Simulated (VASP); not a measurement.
A run of VASP 6.6.1 is set up as follows.

The input INCAR:

```
SYSTEM = BF
PREC     = Accurate       ! precision mode
ENCUT    = 520            ! plane-wave cutoff, eV
EDIFF    = 1E-6           ! SCF threshold, eV
ISMEAR   = 0              ! smearing method
SIGMA    = 0.01           ! smearing width, eV
LREAL    = .FALSE.        ! projectors in reciprocal space
LASPH    = .TRUE.         ! aspherical terms in the spheres
NELM     = 80             ! most SCF steps
ALGO     = Normal         ! electronic algorithm
ISIF     = 2              ! what is computed and relaxed
LWAVE    = .FALSE.        ! write WAVECAR
LCHARG   = .FALSE.        ! write CHGCAR
GGA      = PE             ! functional
NBANDS   = 12             ! bands
```

The input KPOINTS:

```
Automatic mesh
0
G
  6 6 6
  0 0 0
```

The input POSCAR:

```
BF
1.0
    3.1456989200      0.0000000000      0.0000000000
    0.0000000000      3.1131594300      0.0000000000
   -0.1617365900      0.0000000000      3.3113891800
B F
1 1
Direct
   -0.0074570000     -0.0109320000      0.0079970000
   -0.0005220000     -0.0055220000      0.4943230000
```

Potentials or basis: VASP PAW PBE potentials, release 64 (B, F).

Run with:

```console
$ cat potpaw_PBE.64/B/POTCAR potpaw_PBE.64/F/POTCAR > POTCAR
$ mpirun -np 1 vasp_std > vasp.out
```

Question: What does it give for the largest force?

Answer: 0.997 eV/Å.

Question: Estimate the band gap on the k mesh.

Answer: Zero (bands 5 and 6 overlap by 0.57 eV).

Question: Estimate the pressure.

Answer: -4.6 GPa.

Forces in eV/Å, atoms in the order of the input:
```
B   -0.087 -0.032  0.993
F    0.087  0.032 -0.993
```

Caveat: the cell stands under tension.
